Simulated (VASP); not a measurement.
Crystal: MgBe2Te3.

```xyz
6
Lattice="6.1874 0.0000 0.0000 -3.0937 5.3585 0.0000 0.0000 0.0000 4.2390" Properties=species:S:1:pos:R:3 pbc="T T T"
Mg    0.0000    0.0000    2.1195
Be    0.0000    3.5723    0.0000
Be    3.0937    1.7862    0.0000
Te    3.0937    0.0000    0.0000
Te   -1.5469    2.6792    0.0000
Te    1.5469    2.6792    0.0000
```

- Program: VASP 6.6.1
- Task: relaxation of cell and atoms
- Functional: PBE
- Potentials or basis: VASP PAW PBE potentials, release 64 (Mg, Be, Te)
- Cutoff: 600 eV
- k mesh: 3 × 3 × 4
- Occupations: gaussian, width 0.1 eV
- Spin: no spin polarisation

At the start: pressure 50.0 GPa; volume 23.42 Å³/atom.

Task: How do energy, volume and symmetry change on relaxing?

Result: Over 15 steps the energy falls by 2369.5 meV/atom and the volume is 29.71 Å³/atom (+26.8 %); space group P6/mmm (No. 191, to 0.05 Å).

The path:
```csv
step,energy change (eV),largest force (eV/Å),pressure (GPa),volume (Å³)
1,0.0000,0.0000,50.01,140.54
2,-10.0003,0.0000,-5.17,328.53
3,-12.9256,0.0000,-0.47,226.51
4,-12.9244,0.0000,-1.08,230.77
5,-12.9280,0.0000,-0.76,228.46
6,-13.0094,0.0000,-0.79,223.39
7,-13.3260,0.0000,-0.72,208.11
8,-14.1807,0.0000,0.40,177.23
9,10.4562,0.0000,86.64,114.19
10,-14.1922,0.0000,0.57,176.19
11,-14.2010,0.0000,1.02,174.00
12,-14.0474,0.0000,0.00,179.90
13,-14.2090,0.0000,0.73,175.04
14,-14.2037,0.0000,-0.83,182.56
15,-14.2170,0.0000,0.01,178.24
```

Final structure:
```
Mg Be Te
1.0
     8.01810    0.00000    0.00000
    -4.00905    6.94388    0.00000
     0.00000    0.00000    3.20136
Mg Be Te
1 2 3
Direct
  0.00000 0.00000 0.50000
  0.33333 0.66667 0.00000
  0.66667 0.33333 0.00000
  0.50000 0.00000 0.00000
  0.00000 0.50000 0.00000
  0.50000 0.50000 0.00000
```

Caveat: the k points lie up to 0.49 Å⁻¹ apart in the final cell; the volume moved by over 15 % at a fixed basis, so the end points are rough.
